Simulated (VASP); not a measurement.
# Ir (a cell with a defect) in VASP: notebook, part 2 of 2

VASP 6.6.1. The steps go on from the part before.

### 3 Single point, PBE

File INCAR:

```
SYSTEM = Ir
  PREC = Accurate
  ENCUT = 520
  EDIFF = 1E-6
  ISMEAR = 1
  SIGMA = 0.1
  LREAL = Auto
  LASPH = .TRUE.
  NELM = 80
  ALGO = Normal
  ISIF = 2
  LWAVE = .FALSE.
  LCHARG = .FALSE.
  GGA = PE
  NBANDS = 80
```

File KPOINTS:

```
Automatic mesh
0
G
  3 3 3
  0 0 0
```

File POSCAR:

```
Ir
1.0
   -3.8700194500      3.8700194500      3.8700194500
    3.8700194500     -3.8700194500      3.8700194500
    3.8700194500      3.8700194500     -3.8700194500
Ir
15
Direct
    0.2493296160      0.4982937001      0.2491600467
    0.0000839382      0.2490470809      0.7506041951
    0.0000855296      0.4997292896      0.4998641239
    0.0000718273      0.7504565608      0.2491766711
    0.2493440125     -0.0002784130      0.7505684861
    0.2493309148      0.2490002202      0.4984259551
    0.2493384563      0.7504379642     -0.0001506231
    0.5001352422     -0.0002269816      0.4998392256
    0.4986453174      0.2490661135      0.2491959609
    0.5000701251      0.4997215113     -0.0001384060
    0.5014922844      0.7504528342      0.7505732456
    0.7507636657     -0.0002377107      0.2491017472
    0.7507835728      0.2490198169     -0.0001270505
    0.7507966971      0.5011984290      0.7505900870
    0.7508249333      0.7504823634      0.5013075943
```

Potentials or basis: VASP PAW PBE potentials, release 64 (Ir).

Command:

```bash
cat potpaw_PBE.64/Ir/POTCAR > POTCAR
mpirun -np 1 vasp_std > vasp.out
```

OUTCAR:

```text
SYSTEM = Ir
   PREC = Accurate
   ENCUT = 520
   EDIFF = 1E-6
   ISMEAR = 1
   LREAL = Auto
   LASPH = .TRUE.
   NELM = 80
   ISIF = 2
   GGA = PE

 ion  position               nearest neighbor table
   1  0.249  0.498  0.249-   9 2.73  13 2.73   2 2.73   6 2.73   3 2.74  10 2.74  11 2.74   4 2.74
                             7 2.74   8 2.74  15 2.74
   2  0.000  0.249  0.751-   1 2.73  15 2.73  13 2.73   5 2.73   8 2.74  10 2.74   7 2.74   3 2.74
                             6 2.74  14 2.74  12 2.74
   3  0.000  0.500  0.500-   1 2.74  12 2.74   6 2.74   7 2.74  13 2.74   5 2.74  15 2.74  14 2.74
                            11 2.74   4 2.74   2 2.74   9 2.74
   4  0.000  0.750  0.249-   6 2.73  14 2.73   7 2.73  12 2.73  10 2.74   8 2.74  15 2.74   5 2.74
                             3 2.74   1 2.74  13 2.74
   5  0.249  1.000  0.751-  15 2.73   7 2.73   2 2.73   9 2.73   3 2.74  10 2.74   4 2.74  11 2.74
                             6 2.74  13 2.74   8 2.74
   6  0.249  0.249  0.498-   4 2.73   9 2.73   1 2.73  12 2.73   3 2.74   8 2.74   5 2.74   2 2.74
                            10 2.74  11 2.74  14 2.74
   7  0.249  0.750  1.000-  14 2.73   5 2.73   4 2.73   9 2.73   3 2.74   8 2.74   2 2.74  12 2.74
                            11 2.74  10 2.74   1 2.74
   8  0.500  1.000  0.500-   9 2.74   2 2.74  15 2.74   7 2.74   6 2.74  13 2.74  11 2.74   4 2.74
                            12 2.74  14 2.74   1 2.74   5 2.74
   9  0.499  0.249  0.249-   1 2.73   6 2.73   5 2.73   7 2.73   8 2.74  10 2.74  14 2.74  15 2.74
                            12 2.74   3 2.74  13 2.74
  10  0.500  0.500  1.000-   2 2.74   9 2.74  14 2.74   5 2.74   4 2.74  11 2.74   1 2.74  12 2.74
                            13 2.74   6 2.74  15 2.74   7 2.74
  11  0.501  0.750  0.751-  12 2.73  14 2.73  13 2.73  15 2.73  10 2.74   8 2.74   3 2.74   1 2.74
                             5 2.74   7 2.74   6 2.74
  12  0.751  1.000  0.249-  13 2.73  11 2.73   6 2.73   4 2.73   3 2.74  10 2.74   8 2.74   9 2.74
                             7 2.74  15 2.74   2 2.74
  13  0.751  0.249  1.000-  12 2.73   1 2.73  11 2.73   2 2.73   3 2.74   8 2.74  10 2.74   4 2.74
                             5 2.74   9 2.74  14 2.74
  14  0.751  0.501  0.751-   7 2.73  11 2.73  15 2.73   4 2.73  10 2.74   3 2.74   9 2.74   8 2.74
                             2 2.74  13 2.74   6 2.74
  15  0.751  0.750  0.501-   5 2.73   2 2.73  14 2.73  11 2.73   8 2.74   3 2.74   4 2.74   9 2.74
                            10 2.74  12 2.74   1 2.74

  LATTYP: Found a body centered cubic cell.
 ALAT       =     7.7400389000

  Lattice vectors:

 A1 = (  -3.8700194500,   3.8700194500,   3.8700194500)
 A2 = (   3.8700194500,  -3.8700194500,   3.8700194500)
 A3 = (   3.8700194500,   3.8700194500,  -3.8700194500)

Analysis of symmetry for initial positions (statically):
=====================================================================
 Subroutine PRICEL returns:
 Original cell was already a primitive cell.

 Routine SETGRP: Setting up the symmetry group for a
 body centered cubic supercell.

 Subroutine GETGRP returns: Found  1 space group operations
 (whereof  1 operations were pure point group operations)
 out of a pool of 48 trial point group operations.

The static configuration has the point symmetry C_1 .

Analysis of symmetry for dynamics (positions and initial velocities):
=====================================================================
 Subroutine PRICEL returns:
 Original cell was already a primitive cell.

 Routine SETGRP: Setting up the symmetry group for a
 body centered cubic supercell.

 Subroutine GETGRP returns: Found  1 space group operations
[... 114 lines left out ...]
   LSORBIT =      F    spin-orbit coupling
   LASPH  =      T    aspherical Exc in radial PAW
   ENCUT  =  520.0 eV  38.22 Ry    6.18 a.u.  12.46 12.46 12.46*2*pi/ulx,y,z
   NELM   =     80;   NELMIN=  2; NELMDL= -5     # of ELM steps
   EDIFF  = 0.1E-05   stopping-criterion for ELM
   LREAL  =      T    real-space projection
   EDIFFG = 0.1E-04   stopping-criterion for IOM
   NSW    =      0    number of steps for IOM
   IBRION =     -1    ionic relax: 0-MD 1-quasi-New 2-CG
   NFREE  =      0    steps in history (QN), initial steepest desc. (CG)
   ISIF   =      2    stress and relaxation
   ISYM   =      2    0-nonsym 1-usesym 2-fastsym
   POTIM  = 0.5000    time-step for ionic-motion
   TEBEG  =    0.0;   TEEND  =   0.0 temperature during run
   PSTRESS=    0.0 pullay stress
   NELECT =     135.0000    total number of electrons
   NUPDOWN=      -1.0000    fix difference up-down
   EMIN   =  10.00;   EMAX   =-10.00  energy-range for DOS
   EFERMI =   0.00;   METHOD = LEGACY
   ISMEAR =     1;   SIGMA  =   0.10  broadening in eV -4-tet -1-fermi 0-gaus
   EFERMI_NEDOS =   21; number of points for ismear=-14 and -15
   IALGO  =     38    algorithm
   IMIX   =      4    mixing-type and parameters
     AMIX     =   0.40;   BMIX     =  1.00
     AMIX_MAG =   1.60;   BMIX_MAG =  1.00
  volume/ion in A,a.u.               =      15.46       104.30
  Fermi-wavevector in a.u.,A,eV,Ry     =   1.367056  2.583361 25.427137  1.868842
  Thomas-Fermi vector in A             =   2.493142
   LORBIT       =      0    0 simple, 1 ext, 2 COOP (PROOUT), +10 PAW based schemes
   GGA     = PE    functional components
   LHFCALC =     F    Hartree Fock is set to
   AEXX    =    0.0000 exact exchange contribution
   IVDW    =     0    specifies the selected vdW correction
   LEPSILON=     F    determine dielectric tensor
   LRPA    =     F    only Hartree local field effects (RPA)
 non-spin polarized calculation
 Methfessel and Paxton  Order N= 1 SIGMA  =   0.10
  energy-cutoff  :      520.00
  volume of cell :      231.85
 maximum number of plane-waves:      6339
 NGX is ok and might be reduce to    50
   NGX = 25   NGY = 25   NGZ = 25

 number of electron     135.0000019 magnetization

 Free energy of the ion-electron system (eV)
  ---------------------------------------------------
  ext. energy  EPLUGINS =         0.00000000
  ---------------------------------------------------
  free energy    TOTEN  =      -131.30399525 eV

  energy without entropy =     -131.26903327  energy(sigma->0) =     -131.29234126

 E-fermi :   8.9115     XC(G=0): -13.3768

 val. band max:        8.9003900391   @ k =   0.3333   0.3333  -0.3333
 cond. band min:       8.9459693203   @ k =   0.0000   0.3333   0.3333
 fundamental gap:      0.0455792813
 Fermi energy:         8.9114531428

 k-point     1 :       0.0000    0.0000    0.0000
  band No.  band energies     occupation
      1      -1.4438      2.00000
      2       1.5336      2.00000
      3       1.7954      2.00000
      4       1.7955      2.00000
      5       2.1554      2.00000
      6       2.1554      2.00000
[... 1137 lines left out ...]
     78       9.6669     -0.00000
     79       9.9128     -0.00000
 [bands above 79 left out]

------------------------ aborting loop because EDIFF is reached ----------------------------------------

  FORCE on cell =-STRESS in cart. coord.  units (eV):
  Direction    XX          YY          ZZ          XY          YZ          ZX
  --------------------------------------------------------------------------------------
  -------------------------------------------------------------------------------------
  Total       -9.9407160     -9.9405910     -9.9422418     -0.0000839      0.0004354     -0.0012315
  in kB      -68.6955831    -68.6947195    -68.7061271     -0.0005796      0.0030086     -0.0085103
  external PRESSURE =     -68.6988099 kB  Pullay stress =       0.0000000 kB

 VOLUME and BASIS-vectors are now :
 -----------------------------------------------------------------------------
  energy-cutoff  :      520.00
  volume of cell :      231.85
      direct lattice vectors                 reciprocal lattice vectors
    -3.870019450  3.870019450  3.870019450     0.000000000  0.129198317  0.129198317
     3.870019450 -3.870019450  3.870019450     0.129198317  0.000000000  0.129198317
     3.870019450  3.870019450 -3.870019450     0.129198317  0.129198317  0.000000000

 POSITION                                       TOTAL-FORCE (eV/Angst)
 -----------------------------------------------------------------------------------
      1.92775      0.00076      1.92906        -0.012277      0.000412     -0.007330
      3.86835      1.94136     -1.94071        -0.002319      0.010977     -0.012003
      3.86811      0.00085     -0.00019         0.002867     -0.001321     -0.000032
      3.86832     -1.93968      1.94024        -0.002026     -0.012461      0.013231
      5.80869      0.00074      1.92919         0.012087      0.001208     -0.009785
      1.92764      1.93020     -0.00037        -0.011469     -0.010323      0.001642
      5.80870      1.93017     -0.00028         0.012694     -0.010956      0.000659
      3.86800      0.00078      3.87029         0.003714     -0.000514     -0.006440
     -0.00148      1.93027      1.92926        -0.004200     -0.012931     -0.011316
      3.86813      3.87083     -0.00027         0.001993     -0.000708      0.000602
      3.86822      1.94125      1.94032        -0.001049      0.011843      0.011940
      1.92766      0.00040      5.81054        -0.012026      0.004517      0.009402
      1.92769      5.81136     -0.00027        -0.011415      0.009500      0.000758
      1.93885      3.87075      1.94045         0.011544      0.000961      0.010875
      1.93874      1.94140      3.87002         0.011881      0.009797     -0.002202
 -----------------------------------------------------------------------------------
    total drift:                                0.004906     -0.001557      0.000467

  FREE ENERGIE OF THE ION-ELECTRON SYSTEM (eV)
  ---------------------------------------------------
  free  energy   TOTEN  =      -131.3039952497 eV

  energy  without entropy=     -131.2690332734  energy(sigma->0) =     -131.29234126
```

It took 6.6 min on 1 thread of Intel Xeon Platinum 8559C (Emerald Rapids), shared host; peak memory 0.46 GiB.

Results:

* Free energy: -131.3040 eV
* Pressure: -6.9 GPa
* Largest force: 0.018 eV/Å
* Band gap on the k mesh: zero (an odd number of electrons rules out a gap without spin polarisation)

Forces on the atoms (eV/Å):
```
Ir  -0.012  0.000 -0.007
Ir  -0.002  0.011 -0.012
Ir   0.003 -0.001  0.000
Ir  -0.002 -0.012  0.013
Ir   0.012  0.001 -0.010
Ir  -0.011 -0.010  0.002
Ir   0.013 -0.011  0.001
Ir   0.004 -0.001 -0.006
Ir  -0.004 -0.013 -0.011
Ir   0.002 -0.001  0.001
Ir  -0.001  0.012  0.012
Ir  -0.012  0.005  0.009
Ir  -0.011  0.009  0.001
Ir   0.012  0.001  0.011
Ir   0.012  0.010 -0.002
```

Caveat: the k points lie up to 0.38 Å⁻¹ apart, too coarse for converged energies and pressures of a metal; spin-orbit coupling is left out, which moves the levels of the heavy elements.

### 4 Single point, PBE

File INCAR:

```
PREC = Accurate
ENCUT = 520
EDIFF = 1E-7
ISMEAR = 1
SIGMA = 0.1
LREAL = Auto
LASPH = True
NELM = 60
ALGO = Normal
ISIF = 2
LWAVE = False
LCHARG = False
GGA = PE
NBANDS = 80
```

File KPOINTS:

```
Automatic mesh
0
Gamma
  3 3 3
```

File POSCAR:

```
Ir
1.0
   -3.8700194500      3.8700194500      3.8700194500
    3.8700194500     -3.8700194500      3.8700194500
    3.8700194500      3.8700194500     -3.8700194500
Ir
15
Direct
    0.0007722183      0.0005118837      0.0000595604
    0.0010107184      0.2499219997      0.7510072075
    0.0009300987      0.4992060182      0.4989089913
    0.0009503828      0.7486498550      0.2496120530
    0.2501771664     -0.0008245437      0.7495470081
    0.2501877607      0.2499993895      0.4988698442
    0.2501873731      0.7485349977      0.0003733831
    0.4996287551     -0.0019963724      0.4989757868
    0.4995635099      0.2498214835      0.2495510714
    0.4995419338      0.4992402558      0.0004135638
    0.4995082131      0.7486057984      0.7482123895
    0.7502278832     -0.0007883681      0.2496148953
    0.7516892454      0.2499213538      0.0003903081
    0.7501870566      0.4992310827      0.7496891262
    0.7487256944      0.7484534735      0.4987485270
```

Potentials or basis: VASP PAW PBE potentials, release 64 (Ir).

Command:

```bash
cat potpaw_PBE.64/Ir/POTCAR > POTCAR
mpirun -np 1 vasp_std > vasp.out
```

OUTCAR:

```text
PREC = Accurate
   ENCUT = 520
   EDIFF = 1E-7
   ISMEAR = 1
   LREAL = Auto
   LASPH = True
   NELM = 60
   ISIF = 2
   GGA = PE

 ion  position               nearest neighbor table
   1  0.001  0.001  0.000-   2 2.73  13 2.73   9 2.73   6 2.73   5 2.74  12 2.74  11 2.74  14 2.74
                            15 2.74   7 2.74   4 2.74
   2  0.001  0.250  0.751-   1 2.73  10 2.73   7 2.73  13 2.73   5 2.74  14 2.74   6 2.74   8 2.74
                             3 2.74  12 2.74  15 2.74
[... 1396 lines left out ...]
      direct lattice vectors                 reciprocal lattice vectors
    -3.870019450  3.870019450  3.870019450     0.000000000  0.129198317  0.129198317
     3.870019450 -3.870019450  3.870019450     0.129198317  0.000000000  0.129198317
     3.870019450  3.870019450 -3.870019450     0.129198317  0.129198317  0.000000000

 POSITION                                       TOTAL-FORCE (eV/Angst)
 -----------------------------------------------------------------------------------
     -0.00078      0.00124      0.00474         0.021053      0.012105      0.011833
      3.86970      1.94312     -1.93530         0.017591      0.008482     -0.002643
      3.85913      0.00245      0.00475        -0.007925     -0.002075      0.013325
      3.85962     -1.92761      1.93496        -0.016691      0.015648     -0.004347
      5.79940      0.00212      1.93426         0.000839      0.001973      0.002818
      1.92991      1.93137      0.00510        -0.004605     -0.006923      0.014026
      1.93006     -1.92717      3.86363        -0.005043      0.010152     -0.009855
      3.85977      0.00233      3.86482        -0.012905     -0.000884     -0.019127
     -0.00074      1.93227      1.93437         0.021296     -0.016611     -0.001377
      0.00043      0.00277      3.86371         0.008091     -0.006972     -0.009127
      3.85961      1.93158      1.93463        -0.018420     -0.009165     -0.003915
      1.92959      0.00244      5.80435        -0.001341     -0.001265      0.002088
     -1.94034      1.94336      3.87474         0.000047      0.003876      0.016482
      1.93011      3.87252      1.93396        -0.006444     -0.003217      0.005116
      1.92911      1.93122      3.86395         0.004455     -0.005123     -0.015296
 -----------------------------------------------------------------------------------
    total drift:                               -0.004537     -0.001928     -0.001718

  FREE ENERGIE OF THE ION-ELECTRON SYSTEM (eV)
  ---------------------------------------------------
  free  energy   TOTEN  =      -131.3040218252 eV

  energy  without entropy=     -131.2692098708  energy(sigma->0) =     -131.29241784
```

stdout:

```text
POSCAR found type information on POSCAR Ir
 POSCAR found :  1 types and      15 ions
 scaLAPACK will be used
 LDA part: xc-table for (Slater+PW92), standard interpolation
 POSCAR, INCAR and KPOINTS ok, starting setup
 FFT: planning ... GRIDC
 FFT: planning ... GRID_SOFT
 FFT: planning ... GRID
 WAVECAR not read
 entering main loop
```

Wall time 7.9 min (1 thread of Intel Xeon Platinum 8559C (Emerald Rapids), shared host); peak memory 0.46 GiB.

What came out:

| Property | Result |
| --- | --- |
| Free energy | -131.3040 eV |
| Pressure | -6.9 GPa |
| Largest force | 0.027 eV/Å |
| Band gap on the k mesh | zero (an odd number of electrons rules out a gap without spin polarisation) |

Forces in eV/Å, atoms in the order of the input:
```
Ir   0.021  0.012  0.012
Ir   0.018  0.008 -0.003
Ir  -0.008 -0.002  0.013
Ir  -0.017  0.016 -0.004
Ir   0.001  0.002  0.003
Ir  -0.005 -0.007  0.014
Ir  -0.005  0.010 -0.010
Ir  -0.013 -0.001 -0.019
Ir   0.021 -0.017 -0.001
Ir   0.008 -0.007 -0.009
Ir  -0.018 -0.009 -0.004
Ir  -0.001 -0.001  0.002
Ir   0.000  0.004  0.016
Ir  -0.006 -0.003  0.005
Ir   0.004 -0.005 -0.015
```

Caveat: the k points lie up to 0.38 Å⁻¹ apart, too coarse for converged energies and pressures of a metal; spin-orbit coupling is left out, which moves the levels of the heavy elements.

### 5 Single point, PBE

File INCAR:

```
SYSTEM = Ir
PREC     = Accurate       ! precision mode
ENCUT    = 520            ! plane-wave cutoff, eV
EDIFF    = 1E-7           ! SCF threshold, eV
ISMEAR   = 1              ! smearing method
SIGMA    = 0.1            ! smearing width, eV
LREAL    = Auto         
LASPH    = .True.         ! aspherical terms in the spheres
NELM     = 80             ! most SCF steps
ALGO     = Normal         ! electronic algorithm
ISIF     = 2              ! what is computed and relaxed
LWAVE    = .False.        ! write WAVECAR
LCHARG   = .False.        ! write CHGCAR
GGA      = PE             ! functional
NBANDS   = 80             ! bands
```

File KPOINTS:

```
Automatic mesh
0
Gamma
  3 3 3
  0 0 0
```

File POSCAR:

```
Ir
1.0
   -3.8700194500      3.8700194500      3.8700194500
    3.8700194500     -3.8700194500      3.8700194500
    3.8700194500      3.8700194500     -3.8700194500
Ir
15
Direct
    0.2489526248      0.4965981502      0.2481961686
   -0.0002928926      0.2473515992      0.7496404185
   -0.0002913422      0.4980338019      0.4989003350
   -0.0003051664      0.7487609655      0.2482128352
    0.2489669658     -0.0019740211      0.7496046305
    0.2489540460      0.2473048294      0.4974622285
    0.2489615395      0.7487424902     -0.0011144647
    0.4997583410     -0.0019224710      0.4988753997
    0.4982684260      0.2473705914      0.2482322150
    0.4996930959      0.4980260500     -0.0011021908
    0.5011153109      0.7487573480      0.7496095401
    0.7503866680     -0.0019331944      0.2481379002
    0.7504066937      0.2473243384     -0.0010908214
    0.7504197427      0.4995029159      0.7496262067
    0.7504480372      0.7487869344      0.5003438678
```

Command:

```bash
cat potpaw_PBE.64/Ir/POTCAR > POTCAR
mpirun -np 1 vasp_std > vasp.out
```

Run time: 14 min. Hardware: 1 thread of Intel Xeon Platinum 8259CL at 2.50GHz (Skylake/Cascade Lake), shared host; peak memory 0.46 GiB.

Results (log left out):

| Item | Value |
| --- | --- |
| Free energy | -131.3040 eV |
| Pressure | -6.9 GPa |
| Largest force | 0.017 eV/Å |
| Band gap on the k mesh | zero (an odd number of electrons rules out a gap without spin polarisation) |

Forces on the atoms (eV/Å):
```
Ir  -0.012  0.000 -0.008
Ir  -0.002  0.010 -0.011
Ir   0.003 -0.001  0.001
Ir  -0.002 -0.012  0.012
Ir   0.012  0.001 -0.009
Ir  -0.011 -0.010  0.001
Ir   0.011 -0.011  0.000
Ir   0.004 -0.001 -0.005
Ir  -0.004 -0.012 -0.010
Ir   0.002 -0.001  0.001
Ir  -0.001  0.011  0.011
Ir  -0.011  0.005  0.009
Ir  -0.011  0.009  0.000
Ir   0.009  0.001  0.010
Ir   0.011  0.009 -0.003
```

Levels at points of the mesh, in eV from the Fermi level:
```
           k point  band 65  band 66  band 67  band 68  band 69  band 70  band 71  band 72
(0.00, 0.00, 0.00)    -0.94    -0.94    -0.94     0.49     0.49     0.68     0.68     0.68
```

Caveat: the k points lie up to 0.38 Å⁻¹ apart, too coarse for converged energies and pressures of a metal; spin-orbit coupling is left out, which moves the levels of the heavy elements.
